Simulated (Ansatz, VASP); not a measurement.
One calculation of Na2V2Te3, two programs

```xyz
7
Lattice="5.1353 0.0000 0.0000 0.0000 5.1353 0.0000 0.0000 0.0000 7.5447" Properties=species:S:1:pos:R:3 pbc="T T T"
Na    0.0000    2.5676    0.0000
Na    2.5676    0.0000    0.0000
V     0.0000    2.5676    3.7723
V     2.5676    0.0000    3.7723
Te    2.5676    2.5676    1.8769
Te    2.5676    2.5676    5.6678
Te    0.0000    0.0000    0.0000
```

Alike in both runs: task relaxation of cell and atoms; functional PBE; k mesh 3 × 3 × 2; occupations gaussian, width 0.2 eV; collinear spin.

```csv
,VASP,Ansatz
version,VASP 6.6.1,Ansatz 0.2.0
potentials or method,"VASP PAW PBE potentials, release 64 (Na_pv, V_sv, Te), cutoff 600 eV","scalar-relativistic, plane waves, PAW"
valence electrons in the cell,58,92
```

```csv
,VASP,Ansatz,Ansatz less VASP
"gap on the k mesh at the Fermi level, each at its own relaxed structure (eV)",none,none,-
net moment per atom (μB),1.00,1.00,0.000
size of the moment on the site where the two differ most (μB),2.93,3.10,+0.168
relaxed volume (Å³/atom),28.54,28.46,-0.082
relaxed length of the cell vector where the two differ most in proportion (Å),7.004,6.860,-0.1446
```

Site moments also hang on the region over which each program counts them. A gap of «none» marks a metal or a gap that the smearing closes. VASP's potentials hold 58 valence electrons a cell and Ansatz's 92, so a difference there can come from the potentials and not from the codes.

The k mesh is coarse, so the values compare programs but aren't converged. Neither program's run includes spin-orbit coupling.
